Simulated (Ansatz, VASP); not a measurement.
Ge in VASP and in Ansatz

Contents of INCAR:

```
PREC     = Accurate       # precision mode
ENCUT    = 520            # plane-wave cutoff, eV
EDIFF    = 1E-7           # SCF threshold, eV
ISMEAR   = 0              # smearing method
SIGMA    = 0.1            # smearing width, eV
LREAL    = False          # projectors in reciprocal space
LASPH    = True           # aspherical terms in the spheres
NELM     = 60             # most SCF steps
ALGO     = Normal         # electronic algorithm
ISIF     = 2              # what is computed and relaxed
LWAVE    = False          # write WAVECAR
LCHARG   = False          # write CHGCAR
GGA      = PS             # functional
NBANDS   = 21             # bands
```

Contents of KPOINTS:

```
regular mesh
0
Gamma
  14 14 8
```

POSCAR

```
Ge
1.0
    1.4080792877     -2.4783854027      0.0000000000
    1.4644878398      2.5107356732      0.0000000000
    0.0000000000      0.0000000000      4.6959681742
Ge
2
Direct
    0.6309817673      0.3551344501      0.2500000000
    0.3690182327      0.6448655499      0.7500000000
```

Input for Ansatz:

```yaml
crystal:
  lattice:
    - [1.4080792877, -2.4783854027, 0.0]
    - [1.4644878398, 2.5107356732, 0.0]
    - [0.0, 0.0, 4.6959681742]
  atoms:
    - { symbol: Ge, position: [0.6309817673, 0.3551344501, 0.25] }
    - { symbol: Ge, position: [0.3690182327, 0.6448655499, 0.75] }
basis:
  ecutwfc: 420
kpoints:
  mp_grid: { grid: [14, 14, 8] }
hamiltonian:
  xc: pbesol
scf:
  occupations: { method: gaussian, width: 0.1 }
output:
  forces: true
  stress: true
  eigenvalues: true
  populations: true
```

Alike in both runs: task single point; functional PBEsol; k mesh 14 × 14 × 8; occupations gaussian, width 0.1 eV; no spin polarisation.

```csv
,VASP,Ansatz
version,VASP 6.6.1,Ansatz 0.2.0
potentials or method,"VASP PAW PBE potentials, release 64 (Ge_d), cutoff 520 eV","scalar-relativistic, plane waves, PAW"
valence electrons in the cell,28,28
```

```tsv
	VASP	Ansatz	Ansatz less VASP
gap on the k mesh at the Fermi level (eV)	none	none	-
pressure (GPa)	8.2	8.1	-0.06
traceless stress, the component that is largest in VASP (GPa)	3.68	3.68	+0.002
rms of the force components (eV/Å)	0.033	0.032	-0.0008
```

VASP's potentials were made for PBE, not for PBEsol. Atom by atom the forces differ by 0.001 eV/Å (rms over components). A gap of «none» marks a metal or a gap that the smearing closes. With one functional, cell and mesh, what is left measures potentials, basis and numerics.
